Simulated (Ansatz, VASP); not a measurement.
**Two plane-wave programs on Se**

```
CELL_PARAMETERS angstrom
3.96610 0.00000 0.00000
-1.98305 3.43475 0.00000
0.00000 0.00000 5.27537
ATOMIC_POSITIONS crystal
Se 0.26900 0.00000 0.16667
Se 0.00000 0.26900 0.83333
Se 0.73100 0.73100 0.50000
```

Alike in both runs: task single point; functional PBEsol; k mesh 12 × 12 × 8; occupations gaussian, width 0.01 eV; no spin polarisation.

|  | VASP | Ansatz |
| --- | --- | --- |
| version | VASP 6.6.1 | Ansatz 0.2.0 |
| potentials or method | VASP PAW PBE potentials, release 64 (Se), cutoff 520 eV | scalar-relativistic, plane waves, PAW |
| valence electrons in the cell | 18 | 48 |

```tsv
	VASP	Ansatz	Ansatz less VASP
gap on the k mesh at the Fermi level (eV)	0.17	0.17	+0.006
least direct gap on the mesh (eV)	0.17	0.17	+0.006
pressure (GPa)	-3.4	-3.5	-0.10
traceless stress, the component that is largest in VASP (GPa)	-1.36	-1.40	-0.039
rms of the force components (eV/Å)	0.296	0.304	+0.0084
```

VASP's potentials were made for PBE, not for PBEsol. Atom by atom the forces differ by 0.008 eV/Å (rms over components). VASP's potentials hold 18 valence electrons a cell and Ansatz's 48, so a difference there can come from the potentials and not from the codes.
